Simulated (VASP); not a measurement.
Si16B (a cell with a defect): single point with PBEsol

The system is Si16B (a cell with a defect).

```
Si B
1.0
     0.00000    5.43000    5.43000
     5.43000    0.00000    5.43000
     5.43000    5.43000    0.00000
Si B
16 1
Direct
  0.99598 0.99589 0.01199
  0.12722 0.12749 0.12291
  0.99832 0.99872 0.49802
  0.12640 0.12480 0.62841
  0.00083 0.49991 0.99912
  0.12701 0.62232 0.12268
  0.99672 0.50869 0.49684
  0.12714 0.62330 0.62648
  0.49958 0.00163 0.99903
  0.62244 0.12707 0.12273
  0.51006 0.99636 0.49658
  0.62309 0.12755 0.62659
  0.49900 0.49898 0.99864
  0.62442 0.62533 0.12301
  0.49983 0.50010 0.49947
  0.62255 0.62246 0.62660
  0.87749 0.87322 0.38532
```

```
Program                : VASP 6.6.1
Task                   : single point
Functional             : PBEsol
Potentials or basis    : VASP PAW PBE potentials, release 64 (Si, B)
Cutoff                 : 520 eV
k mesh                 : 2 × 2 × 2
Occupations            : gaussian, width 0.02 eV
Spin                   : collinear spin
Starting moments       : [0.0, 0.0, 0.0, 0.0, 0.0, 0.0, 0.0, 0.0, 0.0, 0.0, 0.0, 0.0, 0.0, 0.0, 0.0, 0.0, 1.0] μB
Dipole correction      : no
Further INCAR settings : LREAL = Auto; ALGO = Normal; EDIFF = 1e-06; NBANDS = 52
```

The pressure is 1.4 GPa, the largest force is 0.027 eV/Å and the net moment is 0.00 μB per cell. The valence electrons inside the program's atomic spheres are Si 1.68, 1.69, 1.67, 1.70 (each value once); B 1.58.

Forces on the atoms (eV/Å):
```
Si   0.002  0.002  0.005
Si  -0.006 -0.012 -0.004
Si   0.012  0.015  0.020
Si   0.006  0.006 -0.018
Si  -0.001  0.005 -0.007
Si   0.002 -0.021  0.004
Si  -0.011  0.011 -0.001
Si   0.005 -0.003  0.000
Si   0.007  0.001 -0.008
Si  -0.016  0.004  0.005
Si   0.006 -0.010  0.000
Si  -0.003  0.000  0.002
Si   0.008  0.009 -0.010
Si   0.003  0.010  0.012
Si  -0.004 -0.006 -0.006
Si  -0.005 -0.008 -0.001
B   -0.005 -0.003  0.005
```

Stress tensor (GPa, compression positive):
```
1.35 0.01 0.06
0.01 1.35 0.04
0.06 0.04 1.36
```

Levels at points of the mesh, in eV from the Fermi level:
Spin up:
```
           k point  band 29  band 30  band 31  band 32  band 33  band 34  band 35  band 36  band 37  band 38
(0.00, 0.00, 0.00)    -1.45    -1.44    -0.32    -0.31    -0.31     0.11     0.16     0.20     0.44     0.44
(0.50, 0.00, 0.00)    -1.24    -1.18    -1.14    -1.00    -0.98    -0.13     0.96     1.07     1.19     1.20
(0.00, 0.50, 0.00)    -1.23    -1.18    -1.15    -1.00    -0.98    -0.14     0.95     1.06     1.19     1.20
(0.00, 0.00, 0.50)    -1.26    -1.17    -1.14    -1.01    -0.99    -0.09     0.99     1.06     1.19     1.19
(0.50, 0.50, 0.50)    -1.20    -1.18    -1.16    -0.99    -0.98    -0.18     0.96     1.03     1.20     1.21
(0.50, 0.50, 0.00)    -1.83    -1.66    -1.66    -1.56    -0.62     0.31     1.03     1.19     1.22     1.34
(0.00, 0.50, 0.50)    -1.83    -1.67    -1.65    -1.56    -0.62     0.31     1.03     1.19     1.20     1.34
(0.50, 0.00, 0.50)    -1.83    -1.68    -1.64    -1.56    -0.63     0.32     1.05     1.19     1.19     1.34
```
Spin down:
```
           k point  band 30  band 31  band 32  band 33  band 34  band 35  band 36  band 37
(0.00, 0.00, 0.00)    -1.44    -0.32    -0.31    -0.31     0.11     0.16     0.20     0.44
(0.50, 0.00, 0.00)    -1.18    -1.14    -1.00    -0.98    -0.13     0.96     1.07     1.19
(0.00, 0.50, 0.00)    -1.18    -1.15    -1.00    -0.98    -0.14     0.95     1.06     1.19
(0.00, 0.00, 0.50)    -1.17    -1.14    -1.01    -0.99    -0.09     0.99     1.06     1.19
(0.50, 0.50, 0.50)    -1.18    -1.16    -0.99    -0.98    -0.18     0.96     1.03     1.20
(0.50, 0.50, 0.00)    -1.66    -1.66    -1.56    -0.62     0.31     1.03     1.19     1.22
(0.00, 0.50, 0.50)    -1.67    -1.65    -1.56    -0.62     0.31     1.03     1.19     1.20
(0.50, 0.00, 0.50)    -1.68    -1.64    -1.56    -0.63     0.32     1.05     1.19     1.19
```

It took 14 min on 1 thread of AMD EPYC 7R43 64-Core Processor (Zen 3), on a shared host, peak memory 0.67 GiB.

Caveat: the k points lie up to 0.50 Å⁻¹ apart; the PAW data sets were made with another functional, which shifts forces and pressure a little.
